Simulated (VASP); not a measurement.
# BaTe in VASP: a series of runs

Runs on BaTe. Level: PBE. Tasks: single point.

Program: VASP 6.6.1. These are calculated values, not measurements. Logs are shortened: lines on timing, memory, paths and dates and some standing lists are left out, and cuts for length are marked.

## (1) The cell of the first run

Symmetry: Fm-3m, No. 225, cubic system. Conventional cell: a = 6.994 Å, b = 6.994 Å, c = 6.994 Å, α = 90.00°, β = 90.00°, γ = 90.00°. Within 4.6 Å of Ba (site symmetry m-3m) lie 6 Te at 3.50 Å. Te (site symmetry m-3m) has 6 Ba at 3.50 Å within 4.6 Å.

## (2) Single point, PBE (strain -1.0%)

INCAR reads:

```
PREC = Accurate
ENCUT = 520
EDIFF = 1E-6
ISMEAR = 0
SIGMA = 0.01
LREAL = F
LASPH = T
NELM = 100
ALGO = Normal
ISIF = 2
LWAVE = F
LCHARG = F
GGA = PE
NBANDS = 15
```

KPOINTS reads:

```
regular mesh
0
Gamma
  4 4 4
```

POSCAR reads:

```
BaTe
1.0
    0.0000000000      3.4970629662      3.4970629662
    3.4970629662      0.0000000000      3.4970629662
    3.4970629662      3.4970629662      0.0000000000
Ba Te
1 1
Direct
    0.0000000000      0.0000000000      0.0000000000
    0.5000000000      0.5000000000      0.5000000000
```

Potentials or basis: VASP PAW PBE potentials, release 64 (Ba_sv, Te).

Command:

```console
cat potpaw_PBE.64/Ba_sv/POTCAR potpaw_PBE.64/Te/POTCAR > POTCAR
mpirun -np 1 vasp_std > vasp.out
```

OUTCAR:

```text
PREC = Accurate
   ENCUT = 520
   EDIFF = 1E-6
   ISMEAR = 0
   LREAL = F
   LASPH = T
   NELM = 100
   ISIF = 2
   GGA = PE

 ion  position               nearest neighbor table
   1  0.000  0.000  0.000-   2 3.50   2 3.50   2 3.50   2 3.50   2 3.50   2 3.50
   2  0.500  0.500  0.500-   1 3.50   1 3.50   1 3.50   1 3.50   1 3.50   1 3.50

  LATTYP: Found a face centered cubic cell.
 ALAT       =     6.9941259324

  Lattice vectors:

 A1 = (   0.0000000000,   3.4970629662,   3.4970629662)
 A2 = (   3.4970629662,   0.0000000000,   3.4970629662)
 A3 = (   3.4970629662,   3.4970629662,   0.0000000000)

Analysis of symmetry for initial positions (statically):
=====================================================================
 Subroutine PRICEL returns:
 Original cell was already a primitive cell.

 Routine SETGRP: Setting up the symmetry group for a
 face centered cubic supercell.

 Subroutine GETGRP returns: Found 48 space group operations
 (whereof 48 operations were pure point group operations)
 out of a pool of 48 trial point group operations.

The static configuration has the point symmetry O_h .

Analysis of symmetry for dynamics (positions and initial velocities):
=====================================================================
 Subroutine PRICEL returns:
 Original cell was already a primitive cell.

 Routine SETGRP: Setting up the symmetry group for a
 face centered cubic supercell.

 Subroutine GETGRP returns: Found 48 space group operations
 (whereof 48 operations were pure point group operations)
 out of a pool of 48 trial point group operations.

The dynamic configuration has the point symmetry O_h .

 Subroutine INISYM returns: Found 48 space group operations
 (whereof 48 operations are pure point group operations),
 and found     1 'primitive' translations

----------------------------------------------------------------------------------------

                                     Primitive cell

  volume of cell :      85.5343

  direct lattice vectors                    reciprocal lattice vectors
     0.000000000  3.497062966  3.497062966    -0.142977122  0.142977122  0.142977122
     3.497062966  0.000000000  3.497062966     0.142977122 -0.142977122  0.142977122
     3.497062966  3.497062966  0.000000000     0.142977122  0.142977122 -0.142977122

  length of vectors
     4.945593875  4.945593875  4.945593875     0.247643640  0.247643640  0.247643640
[... 72 lines left out ...]
   POTIM  = 0.5000    time-step for ionic-motion
   TEBEG  =    0.0;   TEEND  =   0.0 temperature during run
   PSTRESS=    0.0 pullay stress
   NELECT =      16.0000    total number of electrons
   NUPDOWN=      -1.0000    fix difference up-down
   EMIN   =  10.00;   EMAX   =-10.00  energy-range for DOS
   EFERMI =   0.00;   METHOD = LEGACY
   ISMEAR =     0;   SIGMA  =   0.01  broadening in eV -4-tet -1-fermi 0-gaus
   EFERMI_NEDOS =   21; number of points for ismear=-14 and -15
   IALGO  =     38    algorithm
   IMIX   =      4    mixing-type and parameters
     AMIX     =   0.40;   BMIX     =  1.00
     AMIX_MAG =   1.60;   BMIX_MAG =  1.00
  volume/ion in A,a.u.               =      42.77       288.61
  Fermi-wavevector in a.u.,A,eV,Ry     =   0.936271  1.769295 11.926902  0.876603
  Thomas-Fermi vector in A             =   2.063263
   LORBIT       =      0    0 simple, 1 ext, 2 COOP (PROOUT), +10 PAW based schemes
   GGA     = PE    functional components
   LHFCALC =     F    Hartree Fock is set to
   AEXX    =    0.0000 exact exchange contribution
   IVDW    =     0    specifies the selected vdW correction
   LEPSILON=     F    determine dielectric tensor
   LRPA    =     F    only Hartree local field effects (RPA)
 non-spin polarized calculation
 Gauss-broadening in eV      SIGMA  =   0.01
  energy-cutoff  :      520.00
  volume of cell :       85.53
 maximum number of plane-waves:      2332
 NGX is ok and might be reduce to    40
   NGX = 19   NGY = 19   NGZ = 19

 number of electron      15.9999999 magnetization

 Free energy of the ion-electron system (eV)
  ---------------------------------------------------
  ext. energy  EPLUGINS =         0.00000000
  ---------------------------------------------------
  free energy    TOTEN  =        -8.60630669 eV

  energy without entropy =       -8.60630669  energy(sigma->0) =       -8.60630669

 E-fermi :   2.3502     XC(G=0):  -8.2532

 val. band max:        2.3013252404   @ k =   0.0000   0.0000   0.0000
 cond. band min:       3.8081693214   @ k =   0.5000   0.5000   0.0000
 fundamental gap:      1.5068440810
 Fermi energy:         2.3502147512

 k-point     1 :       0.0000    0.0000    0.0000
  band No.  band energies     occupation
      1     -24.7240      2.00000
      2      -9.8764      2.00000
      3      -9.8764      2.00000
      4      -9.8764      2.00000
      5      -7.2435      2.00000
      6       2.3013      2.00000
      7       2.3013      2.00000
      8       2.3013      2.00000
      9       5.2183      0.00000
     10       5.2183      0.00000
     11       5.2183      0.00000
     12       5.2183      0.00000
     13       5.8373      0.00000
     14       5.8373      0.00000
[... 113 lines left out ...]
      2     -10.0284      2.00000
      3     -10.0240      2.00000
      4     -10.0240      2.00000
      5      -6.8295      2.00000
      6       1.0136      2.00000
      7       1.3509      2.00000
      8       1.3509      2.00000
      9       5.8092      0.00000
     10       5.8092      0.00000
     11       7.1246      0.00000
     12       7.4375      0.00000
     13       8.0516      0.00000
     14      10.4541      0.00000
     15      10.5258      0.00000

------------------------ aborting loop because EDIFF is reached ----------------------------------------

  FORCE on cell =-STRESS in cart. coord.  units (eV):
  Direction    XX          YY          ZZ          XY          YZ          ZX
  --------------------------------------------------------------------------------------
  -------------------------------------------------------------------------------------
  Total        0.7027704      0.7027704      0.7027704     -0.0000000      0.0000000     -0.0000000
  in kB       13.1638729     13.1638729     13.1638729     -0.0000000      0.0000000     -0.0000000
  external PRESSURE =      13.1638729 kB  Pullay stress =       0.0000000 kB

 VOLUME and BASIS-vectors are now :
 -----------------------------------------------------------------------------
  energy-cutoff  :      520.00
  volume of cell :       85.53
      direct lattice vectors                 reciprocal lattice vectors
     0.000000000  3.497062966  3.497062966    -0.142977122  0.142977122  0.142977122
     3.497062966  0.000000000  3.497062966     0.142977122 -0.142977122  0.142977122
     3.497062966  3.497062966  0.000000000     0.142977122  0.142977122 -0.142977122

 POSITION                                       TOTAL-FORCE (eV/Angst)
 -----------------------------------------------------------------------------------
      0.00000      0.00000      0.00000        -0.000000      0.000000     -0.000000
      3.49706      3.49706      3.49706         0.000000     -0.000000      0.000000
 -----------------------------------------------------------------------------------
    total drift:                                0.000000     -0.000000     -0.000000

  FREE ENERGIE OF THE ION-ELECTRON SYSTEM (eV)
  ---------------------------------------------------
  free  energy   TOTEN  =        -8.6063066931 eV

  energy  without entropy=       -8.6063066931  energy(sigma->0) =       -8.60630669
```

OSZICAR:

```text
N       E                     dE             d eps       ncg     rms          rms(c)
DAV:   1     0.814186422793E+02    0.81419E+02   -0.62514E+03   240   0.885E+02
DAV:   2    -0.407326161906E+01   -0.85492E+02   -0.80009E+02   310   0.163E+02
DAV:   3    -0.861654514766E+01   -0.45433E+01   -0.45250E+01   318   0.384E+01
DAV:   4    -0.870589999424E+01   -0.89355E-01   -0.89331E-01   306   0.559E+00
DAV:   5    -0.870900985006E+01   -0.31099E-02   -0.31097E-02   341   0.789E-01    0.372E+00
DAV:   6    -0.859723562429E+01    0.11177E+00   -0.12653E-01   268   0.180E+00    0.245E+00
DAV:   7    -0.859933938852E+01   -0.21038E-02   -0.11182E-01   289   0.187E+00    0.824E-01
DAV:   8    -0.860566630454E+01   -0.63269E-02   -0.14615E-02   275   0.801E-01    0.206E-01
DAV:   9    -0.860606840987E+01   -0.40211E-03   -0.72202E-04   310   0.174E-01    0.644E-02
DAV:  10    -0.860629325376E+01   -0.22484E-03   -0.31506E-04   268   0.120E-01    0.217E-02
DAV:  11    -0.860630922724E+01   -0.15973E-04   -0.41731E-05   311   0.353E-02    0.201E-02
DAV:  12    -0.860630611143E+01    0.31158E-05   -0.12333E-05   289   0.185E-02    0.111E-02
DAV:  13    -0.860630669309E+01   -0.58166E-06   -0.70485E-07   204   0.554E-03
   1 F= -.86063067E+01 E0= -.86063067E+01  d E =-.110134E-13
```

Run time: 32 s. Hardware: 1 thread of AMD EPYC 7R13, shared host; peak memory 0.2 GiB.

Results:

```yaml
Free_energy: -8.6063 eV
Pressure: 1.3 GPa
Band_gap_on_the_k_mesh: 1.51 eV (least direct gap 1.89 eV)
```

Levels at points of the mesh, in eV from the valence-band top:
```csv
k point,band 5,band 6,band 7,band 8,band 9,band 10,band 11,band 12
"(0.00, 0.00, 0.00)",-9.54,0.00,0.00,0.00,2.92,2.92,2.92,2.92
"(0.50, 0.00, 0.00)",-8.80,-2.25,-1.14,-1.14,4.19,4.75,4.88,4.88
"(0.50, 0.50, 0.00)",-9.34,-1.14,-0.38,-0.38,1.51,4.43,4.65,5.60
```

Caveat: the cell differs from its parent crystal (strain -1.0%); spin-orbit coupling is left out, which moves the levels of the heavy elements.

## (3) Single point, PBE

This run uses another cell than the first one, of 44.08 Å³/atom.

INCAR reads:

```
SYSTEM = BaTe
PREC = Accurate ; ENCUT = 520
EDIFF = 1E-6 ; ISMEAR = 0
SIGMA = 0.01 ; LREAL = .FALSE.
LASPH = .TRUE. ; NELM = 80
ALGO = Normal ; ISIF = 2
LWAVE = .FALSE. ; LCHARG = .FALSE.
GGA = PE ; NBANDS = 15
```

KPOINTS reads:

```
regular mesh
0
G
  4 4 4
  0 0 0
```

POSCAR reads:

```
BaTe
1.0
    0.0000000000      3.5323868345      3.5323868345
    3.5323868345      0.0000000000      3.5323868345
    3.5323868345      3.5323868345      0.0000000000
Ba Te
1 1
Direct
    0.0000000000      0.0000000000      0.0000000000
    0.5000000000      0.5000000000      0.5000000000
```

Potentials or basis: VASP PAW PBE potentials, release 64 (Ba_sv, Te).

Command:

```console
cat potpaw_PBE.64/Ba_sv/POTCAR potpaw_PBE.64/Te/POTCAR > POTCAR
mpirun -np 1 vasp_std > vasp.out
```

Wall time 27 s (1 thread of AMD EPYC 7R13, shared host); peak memory 0.2 GiB.

Results (log left out):

* Free energy: -8.6198 eV
* Pressure: 0.4 GPa
* Band gap on the k mesh: 1.57 eV (least direct gap 1.96 eV)

Levels at points of the mesh, in eV from the valence-band top:
```
           k point  band 5  band 6  band 7  band 8  band 9  band 10  band 11  band 12
(0.00, 0.00, 0.00)   -9.48    0.00    0.00    0.00    2.80     2.93     2.93     2.93
(0.50, 0.00, 0.00)   -8.82   -2.16   -1.08   -1.08    4.15     4.68     4.82     4.82
(0.50, 0.50, 0.00)   -9.28   -1.13   -0.38   -0.38    1.57     4.38     4.52     5.46
```

Caveat: spin-orbit coupling is left out, which moves the levels of the heavy elements.

## (4) Single point, PBE (uniaxial x strain -1.0%)

INCAR reads:

```
ALGO     = Normal         # electronic algorithm
EDIFF    = 1E-6           # SCF threshold, eV
ENCUT    = 520            # plane-wave cutoff, eV
GGA      = PE             # functional
ISIF     = 2              # what is computed and relaxed
ISMEAR   = 0              # smearing method
LASPH    = T              # aspherical terms in the spheres
LCHARG   = F              # write CHGCAR
LREAL    = F              # projectors in reciprocal space
LWAVE    = F              # write WAVECAR
NBANDS   = 15             # bands
NELM     = 100            # most SCF steps
PREC     = Accurate       # precision mode
SIGMA    = 0.01           # smearing width, eV
```

KPOINTS reads:

```
k-points
0
Gamma
  4 4 4
```

POSCAR reads:

```
BaTe
1.0
    0.0000000000      3.5323868345      3.5323868345
    3.4970629662      0.0000000000      3.5323868345
    3.4970629662      3.5323868345      0.0000000000
Ba Te
1 1
Direct
    0.0000000000      0.0000000000      0.0000000000
    0.5000000000      0.5000000000      0.5000000000
```

Command:

```console
cat potpaw_PBE.64/Ba_sv/POTCAR potpaw_PBE.64/Te/POTCAR > POTCAR
mpirun -np 1 vasp_std > vasp.out
```

Wall time 39 s (1 thread of AMD EPYC 7R13, shared host); peak memory 0.2 GiB.

Results (log left out):

- Free energy: -8.6158 eV
- Pressure: 0.7 GPa
- Band gap on the k mesh: 1.53 eV (least direct gap 1.92 eV)

Stress tensor (GPa, compression positive):
```
1.11 0.00 0.00
0.00 0.45 0.00
0.00 0.00 0.45
```

Levels at points of the mesh, in eV from the valence-band top:
```
           k point  band 4  band 5  band 6  band 7  band 8  band 9  band 10  band 11  band 12  band 13
(0.00, 0.00, 0.00)  -12.24   -9.52   -0.02   -0.02    0.00    2.82     2.89     2.89     2.95     3.49
(0.50, 0.00, 0.00)  -12.25   -8.83   -2.21   -1.11   -1.11    4.15     4.69     4.81     4.84     6.86
(0.50, 0.50, 0.00)  -12.31   -9.32   -1.16   -0.40   -0.38    1.53     4.36     4.56     5.48     5.63
(0.00, 0.50, 0.50)  -12.32   -9.31   -1.12   -0.42   -0.42    1.53     4.39     4.54     5.51     5.65
```

Caveat: the cell differs from its parent crystal (uniaxial x strain -1.0%); spin-orbit coupling is left out, which moves the levels of the heavy elements. A k mesh can miss the band edges.

## (5) Summary

| cell | gap on the mesh (eV) | pressure (GPa) |
| --- | --- | --- |
| a = 4.946 Å, angles 60.0°, 2 atoms | 1.51 | 1.3 |
| a = 4.996 Å, angles 60.0°, 2 atoms | 1.57 | 0.4 |
| a = 4.996, b = 4.971, c = 4.971 Å, angles 60.3, 59.8, 59.8°, 2 atoms | 1.53 | 0.7 |

Alike in all rows: task single point; level PBE; potentials or basis VASP PAW PBE potentials, release 64 (Ba_sv, Te); no spin polarisation; k mesh 4 × 4 × 4; cutoff (eV) 520; smearing gaussian 0.01 eV.

Caveats: spin-orbit coupling is left out, which moves the levels of the heavy elements.

Total energies depend on the potentials used, so only differences within one code and one set of settings carry meaning.
